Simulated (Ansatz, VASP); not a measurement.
# FePt in VASP and in Ansatz

```
Fe Pt
1.0
     2.72165    0.00000    0.00000
     0.00000    2.72165    0.00000
     0.00000    0.00000    3.70000
Fe Pt
1 1
Direct
  0.50000 0.50000 0.50000
  0.00000 0.00000 0.86486
```

Change from the starting cell: all Pt atoms moved -0.500 Å, as atom 2 along Cartesian [0 0 1].

Alike in both runs: task single point; functional PBE; k mesh 18 × 18 × 14; occupations gaussian, width 0.15 eV; collinear spin.

|  | VASP | Ansatz |
| --- | --- | --- |
| version | VASP 6.6.1 | Ansatz 0.2.0 |
| potentials or method | VASP PAW PBE potentials, release 64 (Fe, Pt), cutoff 520 eV | scalar-relativistic, plane waves, PAW |
| valence electrons in the cell | 18 | 34 |

|  | VASP | Ansatz | Ansatz less VASP |
| --- | --- | --- | --- |
| gap on the k mesh at the Fermi level (eV) | none | none | - |
| rms of the force components (eV/Å) | 2.982 | 3.014 | +0.0314 |
| net moment per atom (μB) | 1.61 | 1.61 | +0.001 |
| size of the moment on the site where the two differ most (μB) | 0.43 | 0.48 | +0.046 |

Site moments also hang on the region over which each program counts them. Atom by atom the forces differ by 0.031 eV/Å (rms over components). A gap of «none» marks a metal or a gap that the smearing closes. VASP's potentials hold 18 valence electrons a cell and Ansatz's 34, so a difference there can come from the potentials and not from the codes.

Neither program's run includes spin-orbit coupling.
